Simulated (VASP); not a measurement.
# TiSi16 (a cell with a defect) in VASP: single point with LDA

Aim: the single point of TiSi16 (a cell with a defect) with LDA.

Everything below comes from runs of VASP 6.6.1. Logs are shortened: lines on timing, memory, paths and dates and some standing lists are left out, and cuts for length are marked.

### 1 The cell of the first run

The cell holds a defect, 17 atoms: a = 7.679 Å, b = 7.679 Å, c = 7.679 Å, α = 60.00°, β = 60.00°, γ = 60.00°.

### 2 Single point, LDA

INCAR

```
SYSTEM = TiSi16
ALGO = Normal ; EDIFF = 1E-6
ENCUT = 520 ; ISIF = 2
ISMEAR = 0 ; LASPH = .TRUE.
LCHARG = .FALSE. ; LREAL = Auto
LWAVE = .FALSE. ; NBANDS = 52
NELM = 80 ; PREC = Accurate
SIGMA = 0.02
```

KPOINTS

```
k-points
0
G
  2 2 2
  0 0 0
```

POSCAR

```
TiSi16
1.0
    0.0000000000      5.4300000000      5.4300000000
    5.4300000000      0.0000000000      5.4300000000
    5.4300000000      5.4300000000      0.0000000000
Si Ti
16 1
Direct
    0.0115729282     -0.0218793738      0.0116570902
    0.1258744936      0.1202142726      0.1260906998
    0.0117749540      0.0061830571      0.4994731123
    0.1539941068      0.1205012891      0.6136751381
   -0.0158202578      0.4914051565     -0.0160731123
    0.1099435543      0.6171347145      0.1090059853
    0.0109528545      0.5183436464      0.4703469613
    0.1255029466      0.6328093923      0.6124136280
    0.4992635359      0.0065821363      0.0131550645
    0.6138550645      0.1211968692      0.1550287293
    0.5149260589      0.0224897790      0.5163798343
    0.6406399632      0.1480703499      0.6416637201
    0.4708718232      0.5190191529      0.0116930018
    0.6130386740      0.6332090239      0.1261106814
    0.4988900552      0.5192596685      0.4994909761
    0.6132101289      0.6615025783      0.6137060773
    0.8124150092      0.3197976980      0.8126597606
```

Potentials or basis: VASP PAW LDA potentials, release 64 (Si, Ti_sv).

On the command line:

```
> cat potpaw_LDA.64/Si/POTCAR potpaw_LDA.64/Ti_sv/POTCAR > POTCAR
> mpirun -np 1 vasp_std > vasp.out
```

OUTCAR:

```text
SYSTEM = TiSi16
   EDIFF = 1E-6
   ENCUT = 520
   ISIF = 2
   ISMEAR = 0
   LASPH = .TRUE.
   LREAL = Auto
   NELM = 80
   PREC = Accurate

 ion  position               nearest neighbor table
   1  0.012  0.978  0.012-   6 2.28   2 2.33  17 2.42  10 2.50   4 2.50
   2  0.126  0.120  0.126-   1 2.33   5 2.34   3 2.35   9 2.35
   3  0.012  0.006  0.499-   4 2.33  12 2.34   2 2.35   8 2.35
   4  0.154  0.121  0.614-  11 2.28   3 2.33  17 2.42   7 2.50   1 2.50
   5  0.984  0.491  0.984-  14 2.34   2 2.34   8 2.34   6 2.36
   6  0.110  0.617  0.109-  13 2.28   1 2.28   7 2.28   5 2.36
   7  0.011  0.518  0.470-   6 2.28   8 2.33  17 2.42  16 2.50   4 2.50
   8  0.126  0.633  0.612-   7 2.33   5 2.34   3 2.35  15 2.35
   9  0.499  0.007  0.013-  10 2.33  12 2.34  14 2.35   2 2.35
  10  0.614  0.121  0.155-  11 2.28   9 2.33  17 2.42   1 2.50  13 2.50
  11  0.515  0.022  0.516-   4 2.28  16 2.28  10 2.28  12 2.36
  12  0.641  0.148  0.642-   3 2.34  15 2.34   9 2.34  11 2.36
  13  0.471  0.519  0.012-   6 2.28  14 2.33  17 2.42  10 2.50  16 2.50
  14  0.613  0.633  0.126-  13 2.33   5 2.34  15 2.35   9 2.35
  15  0.499  0.519  0.499-  16 2.33  12 2.34  14 2.35   8 2.35
  16  0.613  0.662  0.614-  11 2.28  15 2.33  17 2.42   7 2.50  13 2.50
  17  0.812  0.320  0.813-   7 2.42  10 2.42  13 2.42   1 2.42   4 2.42  16 2.42

  LATTYP: Found a face centered cubic cell.
 ALAT       =    10.8600000000

  Lattice vectors:

 A1 = (   0.0000000000,   5.4300000000,   5.4300000000)
 A2 = (   5.4300000000,   0.0000000000,   5.4300000000)
 A3 = (   5.4300000000,   5.4300000000,   0.0000000000)

Analysis of symmetry for initial positions (statically):
=====================================================================
 Subroutine PRICEL returns:
 Original cell was already a primitive cell.

 Routine SETGRP: Setting up the symmetry group for a
 face centered cubic supercell.

 Subroutine GETGRP returns: Found  1 space group operations
 (whereof  1 operations were pure point group operations)
 out of a pool of 48 trial point group operations.

The static configuration has the point symmetry C_1 .

Analysis of symmetry for dynamics (positions and initial velocities):
=====================================================================
 Subroutine PRICEL returns:
 Original cell was already a primitive cell.

 Routine SETGRP: Setting up the symmetry group for a
 face centered cubic supercell.

 Subroutine GETGRP returns: Found  1 space group operations
 (whereof  1 operations were pure point group operations)
 out of a pool of 48 trial point group operations.

[... 121 lines left out ...]
   POTIM  = 0.5000    time-step for ionic-motion
   TEBEG  =    0.0;   TEEND  =   0.0 temperature during run
   PSTRESS=    0.0 pullay stress
   NELECT =      76.0000    total number of electrons
   NUPDOWN=      -1.0000    fix difference up-down
   EMIN   =  10.00;   EMAX   =-10.00  energy-range for DOS
   EFERMI =   0.00;   METHOD = LEGACY
   ISMEAR =     0;   SIGMA  =   0.02  broadening in eV -4-tet -1-fermi 0-gaus
   EFERMI_NEDOS =   21; number of points for ismear=-14 and -15
   IALGO  =     38    algorithm
   IMIX   =      4    mixing-type and parameters
     AMIX     =   0.40;   BMIX     =  1.00
     AMIX_MAG =   1.60;   BMIX_MAG =  1.00
  volume/ion in A,a.u.               =      18.84       127.11
  Fermi-wavevector in a.u.,A,eV,Ry     =   1.013607  1.915439 13.978610  1.027399
  Thomas-Fermi vector in A             =   2.146786
   LORBIT       =      0    0 simple, 1 ext, 2 COOP (PROOUT), +10 PAW based schemes
   GGA     = CA    functional components
   LHFCALC =     F    Hartree Fock is set to
   AEXX    =    0.0000 exact exchange contribution
   IVDW    =     0    specifies the selected vdW correction
   LEPSILON=     F    determine dielectric tensor
   LRPA    =     F    only Hartree local field effects (RPA)
 non-spin polarized calculation
 Gauss-broadening in eV      SIGMA  =   0.02
  energy-cutoff  :      520.00
  volume of cell :      320.21
 maximum number of plane-waves:      8646
 NGX is ok and might be reduce to    60
   NGX = 29   NGY = 29   NGZ = 29

 number of electron      76.0000001 magnetization

 Free energy of the ion-electron system (eV)
  ---------------------------------------------------
  ext. energy  EPLUGINS =         0.00000000
  ---------------------------------------------------
  free energy    TOTEN  =      -100.28758851 eV

  energy without entropy =     -100.28043298  energy(sigma->0) =     -100.28401075

 E-fermi :   6.7619     XC(G=0):  -9.9299

 val. band max:        6.7197465709   @ k =   0.0000   0.0000   0.0000
 cond. band min:       6.7621838366   @ k =   0.5000   0.5000   0.0000
 fundamental gap:      0.0424372658
 Fermi energy:         6.7618573844

 k-point     1 :       0.0000    0.0000    0.0000
  band No.  band energies     occupation
      1     -49.3397      2.00000
      2     -26.1713      2.00000
      3     -26.0659      2.00000
      4     -26.0587      2.00000
      5      -5.7069      2.00000
      6      -3.4738      2.00000
[... 413 lines left out ...]
     49       9.8434      0.00000
     50      10.3536      0.00000
 [bands above 50 left out]

------------------------ aborting loop because EDIFF is reached ----------------------------------------

  FORCE on cell =-STRESS in cart. coord.  units (eV):
  Direction    XX          YY          ZZ          XY          YZ          ZX
  --------------------------------------------------------------------------------------
  -------------------------------------------------------------------------------------
  Total        4.2247081      4.2120718      4.2987231     -1.7287268     -1.6476179     -1.6627943
  in kB       21.1386770     21.0754505     21.5090175     -8.6498277     -8.2439927     -8.3199292
  external PRESSURE =      21.2410483 kB  Pullay stress =       0.0000000 kB

 VOLUME and BASIS-vectors are now :
 -----------------------------------------------------------------------------
  energy-cutoff  :      520.00
  volume of cell :      320.21
      direct lattice vectors                 reciprocal lattice vectors
     0.000000000  5.430000000  5.430000000    -0.092081031  0.092081031  0.092081031
     5.430000000  0.000000000  5.430000000     0.092081031 -0.092081031  0.092081031
     5.430000000  5.430000000  0.000000000     0.092081031  0.092081031 -0.092081031

 POSITION                                       TOTAL-FORCE (eV/Angst)
 -----------------------------------------------------------------------------------
      5.37449      0.12614      5.37404        -0.005070      0.005850     -0.002895
      1.33744      1.36817      1.33626        -0.002597     -0.003853     -0.000781
      2.74571      2.77608      0.09751         0.004345     -0.000234      0.002087
      3.98658      4.16844      1.49051        -0.002075      0.006154      0.006179
      8.01105     10.68682      8.01243        -0.001293      0.000452     -0.001412
      3.94294      1.18890      3.94803         0.000800      0.002198      0.001789
[... 9 lines left out ...]
      6.92438      6.66215      6.92169         0.006288     -0.000415      0.002638
      6.14924      8.82416      6.14792         0.001869     -0.007957      0.001297
 -----------------------------------------------------------------------------------
    total drift:                                0.006398     -0.010827      0.008308

  FREE ENERGIE OF THE ION-ELECTRON SYSTEM (eV)
  ---------------------------------------------------
  free  energy   TOTEN  =      -100.2875885147 eV

  energy  without entropy=     -100.2804329799  energy(sigma->0) =     -100.28401075
```

OSZICAR:

```text
N       E                     dE             d eps       ncg     rms          rms(c)
DAV:   1     0.336151996867E+03    0.33615E+03   -0.30832E+04   840   0.126E+03
DAV:   2    -0.658206920552E+02   -0.40197E+03   -0.38330E+03   960   0.247E+02
DAV:   3    -0.101477019627E+03   -0.35656E+02   -0.34744E+02  1232   0.663E+01
DAV:   4    -0.104068220968E+03   -0.25912E+01   -0.25541E+01  1288   0.151E+01
DAV:   5    -0.104127396806E+03   -0.59176E-01   -0.59128E-01  1080   0.216E+00    0.189E+01
DAV:   6    -0.103813889894E+03    0.31351E+00   -0.20690E+01  1092   0.208E+01    0.173E+01
DAV:   7    -0.101315385879E+03    0.24985E+01   -0.31604E+01  1144   0.256E+01    0.990E+00
DAV:   8    -0.100374795927E+03    0.94059E+00   -0.22888E+00  1024   0.606E+00    0.258E+00
DAV:   9    -0.100291484927E+03    0.83311E-01   -0.45373E-01  1200   0.260E+00    0.830E-01
DAV:  10    -0.100288618156E+03    0.28668E-02   -0.27730E-02  1100   0.643E-01    0.567E-01
DAV:  11    -0.100288230213E+03    0.38794E-03   -0.74761E-03  1028   0.391E-01    0.307E-01
DAV:  12    -0.100287655762E+03    0.57445E-03   -0.19943E-03  1120   0.233E-01    0.111E-01
DAV:  13    -0.100287602301E+03    0.53461E-04   -0.28956E-04  1112   0.728E-02    0.534E-02
DAV:  14    -0.100287589337E+03    0.12964E-04   -0.99841E-05  1088   0.452E-02    0.255E-02
DAV:  15    -0.100287588515E+03    0.82240E-06   -0.87505E-06  1072   0.147E-02
   1 F= -.10028759E+03 E0= -.10028401E+03  d E =-.715553E-02
```

Wall time 1.8 min (1 thread of Intel Xeon 6975P-C (Granite Rapids), shared host); peak memory 0.38 GiB.

Results:

| Item | Value |
| --- | --- |
| Free energy | -100.2876 eV |
| Pressure | 2.1 GPa |
| Largest force | 0.009 eV/Å |
| Band gap on the k mesh | zero (bands 38 and 39 overlap by 0.20 eV) |

Forces in eV/Å, atoms in the order of the input:
```
Si  -0.005  0.006 -0.003
Si  -0.003 -0.004 -0.001
Si   0.004  0.000  0.002
Si  -0.002  0.006  0.006
Si  -0.001  0.000 -0.001
Si   0.001  0.002  0.002
Si  -0.004 -0.003  0.001
Si  -0.002  0.001 -0.005
Si   0.003 -0.001  0.005
Si   0.006  0.005 -0.002
Si  -0.002 -0.003 -0.002
Si   0.000  0.001  0.001
Si   0.004 -0.005 -0.004
Si  -0.006 -0.001 -0.001
Si  -0.001  0.005 -0.001
Si   0.006  0.000  0.003
Ti   0.002 -0.008  0.001
```

Caveat: the k points lie up to 0.50 Å⁻¹ apart.
